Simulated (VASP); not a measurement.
Input of a VASP 6.6.1 run:

Contents of INCAR:

```
PREC = Accurate
ENCUT = 500
EDIFF = 1E-6
ISMEAR = 0
SIGMA = 0.1
LREAL = False
LASPH = True
NELM = 120
ALGO = Normal
ISIF = 2
LWAVE = False
LCHARG = True
GGA = RE
IVDW = 12
LELF = True
LVHAR = True
NBANDS = 33
GGA_COMPAT = False
```

KPOINTS

```
Automatic mesh
0
Gamma
  7 7 7
```

File POSCAR:

```
GeSb2Te4
1.0
   13.1233175947      0.0012139250      0.0007132013
   12.4483307277      4.1545791916      0.0007132013
   12.4483307277      2.0230485927      3.6287467753
Ge Sb Te
1 2 4
Direct
    0.0000000000      0.0000000000      0.0000000000
    0.1418642997      0.1418642997      0.1418642997
    0.8581357003      0.8581357003      0.8581357003
    0.4295871271      0.4295871271      0.4295871271
    0.5704128729      0.5704128729      0.5704128729
    0.2916644788      0.2916644788      0.2916644788
    0.7083355212      0.7083355212      0.7083355212
```

Potentials or basis: VASP PAW PBE potentials, release 64 (Ge_d, Sb, Te).

Command:

```sh
$ cat potpaw_PBE.64/Ge_d/POTCAR potpaw_PBE.64/Sb/POTCAR potpaw_PBE.64/Te/POTCAR > POTCAR
$ mpirun -np 1 vasp_std > vasp.out
```

Estimate the pressure.

-0.1 GPa.

Estimate the largest force.

0.019 eV/Å.

Predict the band gap on the k mesh.

zero (bands 24 and 25 overlap by 0.36 eV).

Estimate the dispersion energy per atom.

-0.891 eV.

Forces on the atoms (eV/Å):
```
Ge   0.000  0.000  0.000
Sb   0.011  0.002  0.001
Sb  -0.011 -0.002 -0.001
Te  -0.019 -0.003 -0.002
Te   0.019  0.003  0.002
Te  -0.003 -0.001  0.000
Te   0.003  0.001  0.000
```

Caveat: the PAW data sets were made with another functional, which shifts forces and pressure a little; spin-orbit coupling is left out, which moves the levels of the heavy elements.
